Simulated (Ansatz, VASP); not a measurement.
# Al2Pt in VASP and in Ansatz

The input INCAR:

```
  PREC = Accurate
  ENCUT = 520
  EDIFF = 1E-8
  ISMEAR = -1
  SIGMA = 0.08
  LREAL = False
  LASPH = True
  NELM = 60
  ALGO = Normal
  ISIF = 2
  LWAVE = False
  LCHARG = False
  GGA = CA
  LEFG = True
  NBANDS = 15
```

File KPOINTS:

```
regular mesh
0
Gamma
  12 12 12
```

Contents of POSCAR:

```
Al2Pt
1.0
    0.0000000000      2.9745701068      2.9745701068
    2.9745701068      0.0000000000      2.9745701068
    2.9745701068      2.9745701068      0.0000000000
Al Pt
2 1
Direct
    0.2500000000      0.2500000000      0.2500000000
    0.7500000000      0.7500000000      0.7500000000
    0.0000000000      0.0000000000      0.0000000000
```

Input for Ansatz:

```yaml
crystal:
  lattice:
    - [0.0, 2.9745701068, 2.9745701068]
    - [2.9745701068, 0.0, 2.9745701068]
    - [2.9745701068, 2.9745701068, 0.0]
  atoms:
    - { symbol: Al, position: [0.25, 0.25, 0.25] }
    - { symbol: Al, position: [0.75, 0.75, 0.75] }
    - { symbol: Pt, position: [0.0, 0.0, 0.0] }
kpoints:
  mp_grid: { grid: [12, 12, 12] }
scf:
  occupations: { method: fermi_dirac, width: 0.08 }
hamiltonian:
  xc: lda
  pseudopotentials: { kind: all_electron, datasets: crystal }
output:
  forces: true
  stress: true
  eigenvalues: true
  efg: { contact_densities: true }
```

Change from the starting cell: volume scaled by 1.02, crystal datasets.

Alike in both runs: task electric field gradients; functional LDA; k mesh 12 × 12 × 12; occupations fermi-dirac, width 0.08 eV; no spin polarisation.

|  | VASP | Ansatz |
| --- | --- | --- |
| version | VASP 6.6.1 | Ansatz 0.2.0 |
| potentials or method | VASP PAW LDA potentials, release 64 (Al, Pt), cutoff 520 eV | all-electron PAW with datasets made for the crystal, scalar-relativistic |

```tsv
	VASP	Ansatz	Ansatz less VASP
pressure (GPa)	-6.0	-6.3	-0.28
```

LDA's correlation is that of Perdew and Zunger in VASP and of Perdew and Wang (1992) in Ansatz. Ansatz ran all-electron here, and VASP with PAW potentials.

Neither program's run includes spin-orbit coupling.
